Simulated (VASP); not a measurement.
Set up this calculation in VASP 6.6.1, as the native input.

* Task: single point
* Functional: PBEsol
* Potentials or basis: VASP PAW PBE potentials, release 64 (Mo_sv)
* Cutoff: 520 eV
* k mesh: 12 × 12 × 12
* Occupations: tetrahedron
* Spin: non-collinear spin, zero start, spin-orbit coupling
* Starting moments: [[0.0, 0.0, 0.0]] μB
* Dipole correction: no
* Further INCAR settings: ALGO = Normal; EDIFF = 1e-07; NBANDS = 25

The structure of Mo lies in POSCAR:

```
Mo
1.0
   -1.5838089719      1.5838089719      1.5838089719
    1.5838089719     -1.5838089719      1.5838089719
    1.5838089719      1.5838089719     -1.5838089719
Mo
1
Direct
    0.0000000000      0.0000000000      0.0000000000
```

These files were run (other wordings do the same):

INCAR

```
PREC     = Accurate       # precision mode
ENCUT    = 520            # plane-wave cutoff, eV
EDIFF    = 1E-7           # SCF threshold, eV
ISMEAR   = -5             # smearing method
SIGMA    = 0.05           # smearing width, eV
LREAL    = False          # projectors in reciprocal space
LASPH    = True           # aspherical terms in the spheres
NELM     = 150            # most SCF steps
ALGO     = Normal         # electronic algorithm
ISIF     = 2              # what is computed and relaxed
LWAVE    = False          # write WAVECAR
LCHARG   = False          # write CHGCAR
MAGMOM   = 0 0 0          # initial moments
LORBIT   = 11             # projections on sites
LSORBIT  = True           # spin-orbit coupling
GGA_COMPAT= False        
LORBMOM  = True         
LMAXMIX  = 4              # l up to which the mixer works
GGA      = PS             # functional
NBANDS   = 25             # bands
```

KPOINTS

```
regular mesh
0
Gamma
  12 12 12
```

Potentials or basis: VASP PAW PBE potentials, release 64 (Mo_sv).

Command:

```bash
$ cat potpaw_PBE.64/Mo_sv/POTCAR > POTCAR
$ mpirun -np 1 vasp_ncl > vasp.out
```

Results of the run:

| Property | Result |
| --- | --- |
| Pressure | -8.4 GPa |
| Net moment | 0.00 μB per cell |
| Valence electrons inside the program's atomic spheres | Mo 12.46 |

Caveat: the cell stands under tension; the PAW data sets were made with another functional, which shifts forces and pressure a little.

Wall time 51 s on 1 thread of Intel(R) Xeon(R) Platinum 8488C (Sapphire Rapids), on a shared host, peak memory 0.19 GiB.
